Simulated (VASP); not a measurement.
Write the native input for VASP 6.6.1 that does the following.

```yaml
Task: single point
Functional: LDA
Potentials_or_basis: VASP PAW LDA potentials, release 64 (B, N)
Cutoff: 600 eV
k_mesh: 12 × 12 × 6
Occupations: gaussian, width 0.02 eV
Spin: no spin polarisation
Dipole_correction: no
Further_INCAR_settings: ALGO = Normal; EDIFF = 1e-06; NBANDS = 16
```

The structure of BN (lda) lies in POSCAR:

```
BN
1.0
    2.5226742886      0.0000000000      0.0000000000
   -1.2613371443      2.1847000194      0.0000000000
    0.0000000000      0.0000000000      4.1744160602
B N
2 2
Direct
    0.6666666667      0.3333333333      0.9997116889
    0.3333333333      0.6666666667      0.4997116889
    0.6666666667      0.3333333333      0.6252883111
    0.3333333333      0.6666666667      0.1252883111
```

These files were run (other wordings do the same):

INCAR

```
ALGO     = Normal         # electronic algorithm
EDIFF    = 1E-6           # SCF threshold, eV
ENCUT    = 600            # plane-wave cutoff, eV
GGA_COMPAT= F            
ISIF     = 2              # what is computed and relaxed
ISMEAR   = 0              # smearing method
LASPH    = T              # aspherical terms in the spheres
LCHARG   = T              # write CHGCAR
LELF     = T              # ELF
LREAL    = F              # projectors in reciprocal space
LVHAR    = T            
LWAVE    = F              # write WAVECAR
NBANDS   = 16             # bands
NELM     = 120            # most SCF steps
PREC     = Accurate       # precision mode
SIGMA    = 0.02           # smearing width, eV
```

KPOINTS

```
k-points
0
Gamma
  12 12 6
```

Potentials or basis: VASP PAW LDA potentials, release 64 (B, N).

Run with:

```bash
$ cat potpaw_LDA.64/B/POTCAR potpaw_LDA.64/N/POTCAR > POTCAR
$ mpirun -np 1 vasp_std > vasp.out
```

It gave:

The pressure is 1.0 GPa, the largest force is 0.005 eV/Å and the band gap on the k mesh is 4.90 eV, indirect (least direct gap 8.28 eV).

Wall time 22 s on 1 thread of Intel(R) Xeon(R) Platinum 8488C (Sapphire Rapids), with other jobs on the host, peak memory 0.14 GiB.
